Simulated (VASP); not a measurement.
Here is a VASP 6.6.1 calculation.

File INCAR:

```
PREC = Accurate ; ENCUT = 520
EDIFF = 1E-6 ; ISMEAR = -1
SIGMA = 0.1 ; LREAL = False
LASPH = True ; NELM = 100
ALGO = Normal ; ISIF = 2
LWAVE = False ; LCHARG = False
GGA = B5 ; ALDAX = 1.0
AGGAX = 1.0 ; AGGAC = 1.0
ALDAC = 0.0 ; NBANDS = 8
```

The input KPOINTS:

```
Automatic mesh
0
Gamma
  14 14 14
```

File POSCAR:

```
Si
1.0
    2.5185358039      0.0000000000      0.0000000000
    0.0000000000      2.5185358039      0.0000000000
    0.0000000000      0.0000000000      2.5185358039
Si
1
Direct
    0.0000000000      0.0000000000      0.0000000000
```

Potentials or basis: VASP PAW PBE potentials, release 64 (Si).

Launch:

```sh
$ cat potpaw_PBE.64/Si/POTCAR > POTCAR
$ mpirun -np 1 vasp_std > vasp.out
```

(1) Estimate the pressure.

(2) Estimate the band gap on the k mesh.

Answers

(1) 8.5 GPa.

(2) zero (band 2 reaches 16.40 eV, above the bottom of band 3 at 6.00 eV).

Caveat: the PAW data sets were made with another functional, which shifts forces and pressure a little.
